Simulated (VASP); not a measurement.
# Ti5Cl in VASP: notebook

The runs below take Ti5Cl through relaxation of the atoms, with PBE.

Program: VASP 6.6.1. These are calculated values, not measurements. Logs are shortened: lines on timing, memory, paths and dates and some standing lists are left out, and cuts for length are marked.

### 1 The cell of the first run

The cell holds a slab with vacuum, 6 atoms: a = 2.938 Å, b = 2.938 Å, c = 24.712 Å, α = 90.00°, β = 90.00°, γ = 120.00°.

### 2 Relaxation of the atoms, PBE

File INCAR:

```
ALGO = Normal
DIPOL = 0.5 0.5 0.391
EDIFF = 1E-7
EDIFFG = -0.025
ENCUT = 520
GGA = PE
IBRION = 2
IDIPOL = 3
ISIF = 2
ISMEAR = 0
LASPH = True
LCHARG = False
LDIPOL = True
LREAL = False
LWAVE = False
NELM = 100
NSW = 36
PREC = Accurate
SIGMA = 0.1
```

File KPOINTS:

```
k-points
0
Gamma
  9 9 1
```

File POSCAR:

```
Ti5Cl
1.0
    2.9381632086      0.0000000000      0.0000000000
   -1.4690816043      2.5445239791      0.0000000000
    0.0000000000      0.0000000000     24.7117068140
Ti Cl
5 1
Selective dynamics
Direct
    0.6666666667      0.3333333333      0.1618666015  F F F
    0.3333333333      0.6666666667      0.2559609806  F F F
    0.6666666667      0.3333333333      0.3506708119  F F F
    0.3333333333      0.6666666667      0.4475655916  F F F
    0.6666666667      0.3333333333      0.5346335206  F F F
    1.0000000000      1.0000000000      0.5977757306  F F T
```

Potentials or basis: VASP PAW PBE potentials, release 64 (Ti_sv, Cl).

The run is started by

```sh
cat potpaw_PBE.64/Ti_sv/POTCAR potpaw_PBE.64/Cl/POTCAR > POTCAR
mpirun -np 1 vasp_std > vasp.out
```

OUTCAR:

```text
EDIFF = 1E-7
   EDIFFG = -0.025
   ENCUT = 520
   GGA = PE
   IBRION = 2
   ISIF = 2
   ISMEAR = 0
   LASPH = True
   LREAL = False
   NELM = 100
   NSW = 36
   PREC = Accurate

 ion  position               nearest neighbor table
   1  0.667  0.333  0.162-   2 2.88   2 2.88   2 2.88
   2  0.333  0.667  0.256-   1 2.88   1 2.88   1 2.88   3 2.89   3 2.89   3 2.89
   3  0.667  0.333  0.351-   2 2.89   2 2.89   2 2.89
   4  0.333  0.667  0.448-   5 2.74   5 2.74   5 2.74
   5  0.667  0.333  0.535-   6 2.30   6 2.30   6 2.30   4 2.74   4 2.74   4 2.74
   6  0.000  0.000  0.598-   5 2.30   5 2.30   5 2.30

  LATTYP: Found a hexagonal cell.
 ALAT       =     2.9381632086
 C/A-ratio  =     8.4105970498

  Lattice vectors:

 A1 = (   2.9381632086,   0.0000000000,   0.0000000000)
 A2 = (  -1.4690816043,   2.5445239791,   0.0000000000)
 A3 = (   0.0000000000,   0.0000000000,  24.7117068140)

Analysis of symmetry for initial positions (statically):
=====================================================================
 Subroutine PRICEL returns:
 Original cell was already a primitive cell.

 Routine SETGRP: Setting up the symmetry group for a
 hexagonal supercell.

 Subroutine GETGRP returns: Found  6 space group operations
 (whereof  6 operations were pure point group operations)
 out of a pool of 24 trial point group operations.

The static configuration has the point symmetry C_3v.

Analysis of symmetry for dynamics (positions and initial velocities):
=====================================================================
 Subroutine PRICEL returns:
 Original cell was already a primitive cell.

 Routine SETGRP: Setting up the symmetry group for a
 hexagonal supercell.

 Subroutine GETGRP returns: Found  6 space group operations
 (whereof  6 operations were pure point group operations)
 out of a pool of 24 trial point group operations.

The dynamic configuration has the point symmetry C_3v.

Analysis of constrained symmetry for selective dynamics:
=====================================================================
 Subroutine PRICEL returns:
 Original cell was already a primitive cell.

 Routine SETGRP: Setting up the symmetry group for a
 hexagonal supercell.

 Subroutine GETGRP returns: Found  6 space group operations
 (whereof  6 operations were pure point group operations)
 out of a pool of 24 trial point group operations.

The constrained configuration has the point symmetry C_3v.

 Subroutine INISYM returns: Found  6 space group operations
 (whereof  6 operations are pure point group operations),
 and found     1 'primitive' translations

----------------------------------------------------------------------------------------

                                     Primitive cell

  volume of cell :     184.7503

  direct lattice vectors                    reciprocal lattice vectors
     2.938163209  0.000000000  0.000000000     0.340348690  0.196500408  0.000000000
    -1.469081604  2.544523979  0.000000000     0.000000000  0.393000816  0.000000000
     0.000000000  0.000000000 24.711706814     0.000000000  0.000000000  0.040466650

  length of vectors
     2.938163209  2.938163209 24.711706814     0.393000816  0.393000816  0.040466650

  position of ions in fractional coordinates (direct lattice)
     0.666666667  0.333333333  0.161866602
     0.333333333  0.666666667  0.255960981
     0.666666667  0.333333333  0.350670812
     0.333333333  0.666666667  0.447565592
     0.666666667  0.333333333  0.534633521
     0.000000000  0.000000000  0.597775731

  ion indices of the primitive-cell ions
   primitive index   ion index
                 1           1
                 2           2
                 3           3
[... 41 lines left out ...]
  0.222222  0.222222  0.000000      6.000000
  0.333333  0.222222  0.000000     12.000000
  0.333333  0.333333  0.000000      2.000000
   k-points           NKPTS =     12   k-points in BZ     NKDIM =     12   number of bands    NBANDS=     40
   number of dos      NEDOS =    301   number of ions     NIONS =      6
   total plane-waves  NPLWV = 110592
   dimension x,y,z NGX =    24 NGY =   24 NGZ =  192
   dimension x,y,z NGXF=    48 NGYF=   48 NGZF=  384
   ions per type =               5   1
   NGX,Y,Z   is equivalent  to a cutoff of  13.58, 13.58, 12.92 a.u.
   NGXF,Y,Z  is equivalent  to a cutoff of  27.16, 27.16, 25.83 a.u.
 SYSTEM =  unknown system
   PREC   = accura    normal or accurate (medium, high low for compatibility)
   ISTART =      0    job   : 0-new  1-cont  2-samecut
   ICHARG =      2    charge: 1-file 2-atom 10-const
   ISPIN  =      1    spin polarized calculation?
   LNONCOLLINEAR =      F non collinear calculations
   LSORBIT =      F    spin-orbit coupling
   LASPH  =      T    aspherical Exc in radial PAW
   ENCUT  =  520.0 eV  38.22 Ry    6.18 a.u.   5.46  5.46 45.95*2*pi/ulx,y,z
   NELM   =    100;   NELMIN=  2; NELMDL= -5     # of ELM steps
   EDIFF  = 0.1E-06   stopping-criterion for ELM
   LREAL  =      F    real-space projection
   EDIFFG = -.3E-01   stopping-criterion for IOM
   NSW    =     36    number of steps for IOM
   IBRION =      2    ionic relax: 0-MD 1-quasi-New 2-CG
   NFREE  =      1    steps in history (QN), initial steepest desc. (CG)
   ISIF   =      2    stress and relaxation
   ISYM   =      2    0-nonsym 1-usesym 2-fastsym
   POTIM  = 0.5000    time-step for ionic-motion
   TEBEG  =    0.0;   TEEND  =   0.0 temperature during run
   PSTRESS=    0.0 pullay stress
   NELECT =      67.0000    total number of electrons
   NUPDOWN=      -1.0000    fix difference up-down
   EMIN   =  10.00;   EMAX   =-10.00  energy-range for DOS
   EFERMI =   0.00;   METHOD = LEGACY
   ISMEAR =     0;   SIGMA  =   0.10  broadening in eV -4-tet -1-fermi 0-gaus
   EFERMI_NEDOS =   21; number of points for ismear=-14 and -15
   IALGO  =     38    algorithm
   IMIX   =      4    mixing-type and parameters
     AMIX     =   0.40;   BMIX     =  1.00
     AMIX_MAG =   1.60;   BMIX_MAG =  1.00
  volume/ion in A,a.u.               =      30.79       207.79
  Fermi-wavevector in a.u.,A,eV,Ry     =   1.167449  2.206159 18.543896  1.362938
  Thomas-Fermi vector in A             =   2.303949
   LORBIT       =      0    0 simple, 1 ext, 2 COOP (PROOUT), +10 PAW based schemes
   GGA     = PE    functional components
   LHFCALC =     F    Hartree Fock is set to
   AEXX    =    0.0000 exact exchange contribution
   IVDW    =     0    specifies the selected vdW correction
   LEPSILON=     F    determine dielectric tensor
   LRPA    =     F    only Hartree local field effects (RPA)
 conjugate gradient relaxation of ions
 non-spin polarized calculation
 Gauss-broadening in eV      SIGMA  =   0.10
  energy-cutoff  :      520.00
  volume of cell :      184.75
 maximum number of plane-waves:      5059
 NGX is ok and might be reduce to    24
   NGX = 11   NGY = 11   NGZ = 91

--------------------------------------- Ionic step        1  -------------------------------------------

 number of electron      66.9999992 magnetization

 Free energy of the ion-electron system (eV)
  ---------------------------------------------------
  ext. energy  EPLUGINS =         0.00000000
  ---------------------------------------------------
  free energy    TOTEN  =       -41.81732495 eV

  energy without entropy =      -41.77512392  energy(sigma->0) =      -41.79622444

------------------------ aborting loop because EDIFF is reached ----------------------------------------

  FORCE on cell =-STRESS in cart. coord.  units (eV):
  Direction    XX          YY          ZZ          XY          YZ          ZX
  --------------------------------------------------------------------------------------
  -------------------------------------------------------------------------------------
  Total        4.9351259      4.9351259      2.8670679      0.0000000      0.0000000      0.0000000
  in kB       42.7980132     42.7980132     24.8635625      0.0000000      0.0000000      0.0000000
  external PRESSURE =      36.8198630 kB  Pullay stress =       0.0000000 kB
[... 29 lines left out ...]
 number of electron      66.9999993 magnetization

------------------------ aborting loop because EDIFF is reached ----------------------------------------

 vacuum level on the upper side and lower side of the slab       (xc-potential included)        -0.425         0.007

  FORCE on cell =-STRESS in cart. coord.  units (eV):
  Direction    XX          YY          ZZ          XY          YZ          ZX
  --------------------------------------------------------------------------------------
  -------------------------------------------------------------------------------------
  Total        4.1822921      4.1822921      0.8507319      0.0000000      0.0000000      0.0000000
  in kB       36.2693467     36.2693467      7.3776510      0.0000000      0.0000000      0.0000000
  external PRESSURE =      26.6387815 kB  Pullay stress =       0.0000000 kB
[... 21 lines left out ...]
  FREE ENERGIE OF THE ION-ELECTRON SYSTEM (eV)
  ---------------------------------------------------
  free  energy   TOTEN  =       -41.9480370347 eV

  energy  without entropy=      -41.9057788600  energy(sigma->0) =      -41.92690795

 dipolmoment           0.000000      0.000000      0.026592 electrons x Angstroem

--------------------------------------- Ionic step        3  -------------------------------------------

 number of electron      66.9999993 magnetization

 dipolmoment           0.000000      0.000000     -0.014216 electrons x Angstroem

 Free energy of the ion-electron system (eV)
  ---------------------------------------------------
  ext. energy  EPLUGINS =         0.00000000
  ---------------------------------------------------
  free energy    TOTEN  =       -41.97118893 eV

  energy without entropy =      -41.92885735  energy(sigma->0) =      -41.95002314

 E-fermi :   2.7546     XC(G=0):  -6.8828

 val. band max:        2.7523861231   @ k =   0.3333   0.1111   0.0000
 cond. band min:       2.7649610519   @ k =   0.3333  -0.0000   0.0000
 fundamental gap:      0.0125749288
 Fermi energy:         2.7545782356

 k-point     1 :       0.0000    0.0000    0.0000
  band No.  band energies     occupation
      1     -54.2984      2.00000
      2     -54.2187      2.00000
      3     -54.0585      2.00000
      4     -54.0096      2.00000
      5     -53.9729      2.00000
      6     -30.8237      2.00000
[... 505 lines left out ...]
     39       3.8011      0.00000
     40       4.2009      0.00000

------------------------ aborting loop because EDIFF is reached ----------------------------------------

 vacuum level on the upper side and lower side of the slab       (xc-potential included)        -0.333        -0.065

  FORCE on cell =-STRESS in cart. coord.  units (eV):
  Direction    XX          YY          ZZ          XY          YZ          ZX
  --------------------------------------------------------------------------------------
  -------------------------------------------------------------------------------------
  Total        3.8077503      3.8077503     -0.4280333      0.0000000      0.0000000      0.0000000
  in kB       33.0212749     33.0212749     -3.7119569      0.0000000      0.0000000      0.0000000
  external PRESSURE =      20.7768643 kB  Pullay stress =       0.0000000 kB
[... 21 lines left out ...]
  FREE ENERGIE OF THE ION-ELECTRON SYSTEM (eV)
  ---------------------------------------------------
  free  energy   TOTEN  =       -41.9711889262 eV

  energy  without entropy=      -41.9288573523  energy(sigma->0) =      -41.95002314

 reached required accuracy - stopping structural energy minimisation

 vacuum level on the upper side and lower side of the slab         6.681         6.956
```

Run time: 12 min. Hardware: 1 thread of Intel Xeon Platinum 8259CL at 2.50GHz (Skylake/Cascade Lake), shared host; peak memory 0.36 GiB.

Results:

```
Free energy               : -41.9712 eV
Energy gained by relaxing : 25.6 meV/atom
Ionic steps               : 3
Band gap on the k mesh    : zero (an odd number of electrons rules out a gap without spin polarisation)
```

The path:
```tsv
step	energy change (eV)	largest force on free atoms (eV/Å)	pressure (GPa)
1	0.0000	2.0098	3.68
2	-0.1307	0.7285	2.66
3	-0.1539	0.0102	2.08
```

Final structure:
```cif
data_structure
_symmetry_space_group_name_H-M 'P 1'
_symmetry_Int_Tables_number 1
_cell_length_a 2.9382
_cell_length_b 2.9382
_cell_length_c 24.7117
_cell_angle_alpha 90.000
_cell_angle_beta 90.000
_cell_angle_gamma 120.000
_cell_volume 184.75
loop_
_atom_site_label
_atom_site_type_symbol
_atom_site_fract_x
_atom_site_fract_y
_atom_site_fract_z
_atom_site_occupancy
Ti1 Ti 0.66667 0.33333 0.16187 1
Ti2 Ti 0.33333 0.66667 0.25596 1
Ti3 Ti 0.66667 0.33333 0.35067 1
Ti4 Ti 0.33333 0.66667 0.44757 1
Ti5 Ti 0.66667 0.33333 0.53463 1
Cl1 Cl 0.00000 0.00000 0.60437 1
```

Levels at points of the mesh, in eV from the Fermi level:
```
           k point  band 29  band 30  band 31  band 32  band 33  band 34  band 35  band 36  band 37  band 38
(0.00, 0.00, 0.00)    -2.11    -0.14     0.09     0.39     0.55     0.55     0.60     0.72     0.72     0.74
```

Caveat: an odd number of electrons without spin polarisation forces a metal; a magnetic or distorted state may lie lower.

### 3 Relaxation of the atoms, PBE

File INCAR:

```
  PREC = Accurate
  ENCUT = 520
  EDIFF = 1E-7
  ISMEAR = 0
  SIGMA = 0.1
  LREAL = F
  LASPH = T
  NELM = 80
  ALGO = Fast
  ISIF = 2
  LWAVE = F
  LCHARG = F
  LDIPOL = T
  IDIPOL = 3
  DIPOL = 0.5 0.5 0.391
  GGA = PE
  IBRION = 2
  NSW = 36
  EDIFFG = -0.025
```

File KPOINTS:

```
Automatic mesh
0
Gamma
  9 9 1
```

POSCAR, as its differences from that of step 2:

```diff
@@ -14,2 +14,2 @@
     0.6666666667      0.3333333333      0.5346335206  F F F
-    1.0000000000      1.0000000000      0.5977757306  F F T
+    1.3333333333      0.6666666667      0.5977757306  F F T
```

Potentials or basis: VASP PAW PBE potentials, release 64 (Ti_sv, Cl).

The run is started by

```sh
cat potpaw_PBE.64/Ti_sv/POTCAR potpaw_PBE.64/Cl/POTCAR > POTCAR
mpirun -np 1 vasp_std > vasp.out
```

It took 27 min on 1 thread of Oxide Virtual Turin-like, shared host; peak memory 0.35 GiB.

It converged, with:

```yaml
Free_energy: -41.8687 eV
Energy_gained_by_relaxing: 31.1 meV/atom
Ionic_steps: 4
Band_gap_on_the_k_mesh: zero (an odd number of electrons rules out a gap without spin polarisation)
```

Step by step:
```tsv
step	energy change (eV)	largest force on free atoms (eV/Å)	pressure (GPa)
1	0.0000	2.2339	3.63
2	-0.1597	0.7858	2.55
3	-0.1865	0.0257	1.92
4	-0.1866	0.0125	1.95
```

Final structure:
```yaml
crystal:
  lattice:
    - [2.93816, 0.00000, 0.00000]
    - [-1.46908, 2.54452, 0.00000]
    - [0.00000, 0.00000, 24.71171]
  atoms:
    - { symbol: Ti, position: [0.66667, 0.33333, 0.16187] }
    - { symbol: Ti, position: [0.33333, 0.66667, 0.25596] }
    - { symbol: Ti, position: [0.66667, 0.33333, 0.35067] }
    - { symbol: Ti, position: [0.33333, 0.66667, 0.44757] }
    - { symbol: Ti, position: [0.66667, 0.33333, 0.53463] }
    - { symbol: Cl, position: [0.33333, 0.66667, 0.60493] }
```

Levels at points of the mesh, in eV from the Fermi level:
```csv
k point,band 31,band 32,band 33,band 34,band 35,band 36
"(0.00, 0.00, 0.00)",0.08,0.40,0.58,0.58,0.61,0.68
```

Caveat: an odd number of electrons without spin polarisation forces a metal; a magnetic or distorted state may lie lower.
